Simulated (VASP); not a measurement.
Write the native input for VASP 6.6.1 that does the following.

```yaml
Task: single point
Functional: PBE
Potentials_or_basis: VASP PAW PBE potentials, release 64 (Ni, O)
Cutoff: 520 eV
k_mesh: 11 × 11 × 11
Occupations: fermi-dirac, width 0.05 eV
Spin: collinear spin, ferromagnetic start
Starting_moments: "[1.0, 0.0] μB"
Dipole_correction: no
Further_INCAR_settings: ALGO = Normal; EDIFF = 1e-07; NBANDS = 19
```

The structure of NiO lies in POSCAR:

```
NiO
1.0
    2.5375746252      0.0000000000      0.0000000000
    0.0000000000      2.5375746252      0.0000000000
    0.0000000000      0.0000000000      2.5375746252
Ni O
1 1
Direct
    0.0000000000      0.0000000000      0.0000000000
    0.5000000000      0.5000000000      0.5000000000
```

The input as run:

INCAR

```
SYSTEM = NiO
PREC = Accurate ; ENCUT = 520
EDIFF = 1E-7 ; ISMEAR = -1
SIGMA = 0.05 ; LREAL = .False.
LASPH = .True. ; NELM = 150
ALGO = Normal ; ISIF = 2
LWAVE = .False. ; LCHARG = .False.
ISPIN = 2 ; MAGMOM = 1 0
LORBIT = 11 ; LMAXMIX = 4
GGA = PE ; NBANDS = 19
```

KPOINTS

```
Automatic mesh
0
Gamma
  11 11 11
  0 0 0
```

Potentials or basis: VASP PAW PBE potentials, release 64 (Ni, O).

The run is started by

```bash
$ cat potpaw_PBE.64/Ni/POTCAR potpaw_PBE.64/O/POTCAR > POTCAR
$ mpirun -np 1 vasp_std > vasp.out
```

It gave:

| Item | Value |
| --- | --- |
| Pressure | 16.5 GPa |
| Net moment | 1.37 μB per cell |
| Site moments | Ni +1.02; O +0.32 μB |
| Valence electrons inside the program's atomic spheres | Ni 9.08; O 4.92 |

Caveat: a cell with one magnetic atom can't hold antiferromagnetic order, which such compounds often take.

Wall time 28 s on 1 thread of Intel(R) Xeon(R) 6975P-C (Granite Rapids) (shared host), peak memory 0.14 GiB.
